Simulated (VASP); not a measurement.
Set up this calculation in VASP 6.6.1, as the native input.

```
Task                   : single point
Functional             : r2SCAN
Dispersion             : rVV10
Potentials or basis    : VASP PAW PBE potentials, release 64 (H, Pb_d, N, O)
Cutoff                 : 520 eV
k mesh                 : 5 × 5 × 3
Occupations            : fermi-dirac, width 0.05 eV
Spin                   : no spin polarisation
Dipole correction      : no
Further INCAR settings : ALGO = Normal; EDIFF = 1e-07; NBANDS = 31
```

The system is HPbNO4.

```
CELL_PARAMETERS angstrom
3.63862 -0.45091 -0.11411
1.33799 3.63456 0.00844
1.46388 1.16702 6.31370
ATOMIC_POSITIONS crystal
H 0.84671 0.63983 0.60631
Pb 0.17716 0.90716 0.87647
N 0.26418 0.31876 0.31421
O 0.80816 0.59348 0.76065
O 0.43600 0.27953 0.13525
O 0.36964 0.09618 0.47474
O 0.99690 0.58087 0.32388
```

One way to write it, as run:

POSCAR

```
HPbNO4
1.0
    3.6386206685     -0.4509057158     -0.1141142847
    1.3379916757      3.6345643973      0.0084444577
    1.4638791343      1.1670151798      6.3137037514
H Pb N O
1 1 1 4
Direct
    0.8467065485      0.6398302083      0.6063110506
    0.1771569567      0.9071605544      0.8764694354
    0.2641755135      0.3187588967      0.3142056865
    0.8081606628      0.5934756987      0.7606517339
    0.4359999959      0.2795286818      0.1352462196
    0.3696350159      0.0961800524      0.4747385198
   -0.0031046933      0.5808659076      0.3238773542
```

INCAR.step1

```
ALGO = Normal
EDIFF = 1E-4
ENCUT = 520
GGA = PE
ISMEAR = -1
LASPH = T
LCHARG = F
LREAL = F
LWAVE = T
NBANDS = 31
NELM = 80
PREC = Accurate
SIGMA = 0.05
```

INCAR.step2

```
ALGO = Normal
BPARAM = 11.95
CPARAM = 0.0093
EDIFF = 1E-7
ENCUT = 520
ISIF = 2
ISMEAR = -1
ISTART = 1
IVDW_NL = 2
LASPH = T
LCHARG = T
LELF = T
LMIXTAU = T
LREAL = F
LUSE_VDW = T
LVHAR = T
LWAVE = F
METAGGA = R2SCAN
NBANDS = 31
NELM = 80
PREC = Accurate
SIGMA = 0.05
```

KPOINTS

```
k-points
0
Gamma
  5 5 3
```

Potentials or basis: VASP PAW PBE potentials, release 64 (H, Pb_d, N, O).

Run with:

```bash
$ cat potpaw_PBE.64/H/POTCAR potpaw_PBE.64/Pb_d/POTCAR potpaw_PBE.64/N/POTCAR potpaw_PBE.64/O/POTCAR > POTCAR
$ cp INCAR.step1 INCAR
$ mpirun -np 1 vasp_std > vasp.out
$ cp INCAR.step2 INCAR
$ mpirun -np 1 vasp_std > vasp.out
```

Results of the run:

```json
{
  "Pressure": "1.2 GPa",
  "Largest force": "0.622 eV/Å",
  "Band gap on the k mesh": "3.29 eV, indirect (least direct gap 3.50 eV)"
}
```

Caveat: the standard files for N, O and F lose accuracy on very short bonds; the PAW data sets were made with another functional, which shifts forces and pressure a little; spin-orbit coupling is left out, which moves the levels of the heavy elements.

Run time: 10 min on 1 thread of Oxide Virtual Turin-like Processor, with other jobs on the host, peak memory 0.39 GiB.
